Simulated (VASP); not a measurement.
Write the native input for VASP 6.6.1 that does the following.

```
Task                               : single point
Functional                         : HSE06
Potentials or basis                : VASP PAW PBE potentials, release 64 (Li_sv, F)
Cutoff                             : 520 eV
k mesh                             : 6 × 6 × 6
Occupations                        : methfessel-paxton, width 0.5 eV
Spin                               : no spin polarisation
Dipole correction                  : no
Grid for exact exchange (PRECFOCK) : Normal
Further INCAR settings             : ALGO = Normal; EDIFF = 1e-07; NBANDS = 12
Share of exact exchange            : 0.25
Screening parameter                : 0.2079 1/Å
```

LiF:

```
Li F
1.0
     0.00000    1.99487    1.99487
     1.99487    0.00000    1.99487
     1.99487    1.99487    0.00000
Li F
1 1
Direct
  0.00000 0.00000 0.00000
  0.50000 0.50000 0.50000
```

The input as run:

POSCAR

```
LiF
1.0
    0.0000000000      1.9948691814      1.9948691814
    1.9948691814      0.0000000000      1.9948691814
    1.9948691814      1.9948691814      0.0000000000
Li F
1 1
Direct
    0.0000000000      0.0000000000      0.0000000000
    0.5000000000      0.5000000000      0.5000000000
```

INCAR.step1

```
  ALGO = Normal
  EDIFF = 1E-5
  ENCUT = 520
  GGA = PE
  ISIF = 2
  ISMEAR = 1
  LASPH = True
  LCHARG = False
  LREAL = False
  LWAVE = True
  NBANDS = 12
  NELM = 60
  PREC = Accurate
  SIGMA = 0.5
```

INCAR.step2

```
  ALGO = Normal
  EDIFF = 1E-7
  ENCUT = 520
  GGA = PE
  HFSCREEN = 0.2079
  ISIF = 2
  ISMEAR = 1
  ISTART = 1
  LASPH = True
  LCHARG = False
  LHFCALC = True
  LREAL = False
  LWAVE = False
  NBANDS = 12
  NELM = 60
  PREC = Accurate
  PRECFOCK = Normal
  SIGMA = 0.5
```

KPOINTS

```
k-points
0
Gamma
  6 6 6
```

Potentials or basis: VASP PAW PBE potentials, release 64 (Li_sv, F).

Run with:

```bash
$ cat potpaw_PBE.64/Li_sv/POTCAR potpaw_PBE.64/F/POTCAR > POTCAR
$ cp INCAR.step1 INCAR
$ mpirun -np 1 vasp_std > vasp.out
$ cp INCAR.step2 INCAR
$ mpirun -np 1 vasp_std > vasp.out
```

It gave:

The band gap on the k mesh is 11.63 eV.

Caveat: the k points lie up to 0.45 Å⁻¹ apart.

Wall time 2 min on 1 thread of Intel(R) Xeon(R) Platinum 8488C (Sapphire Rapids) (shared host), peak memory 0.23 GiB.
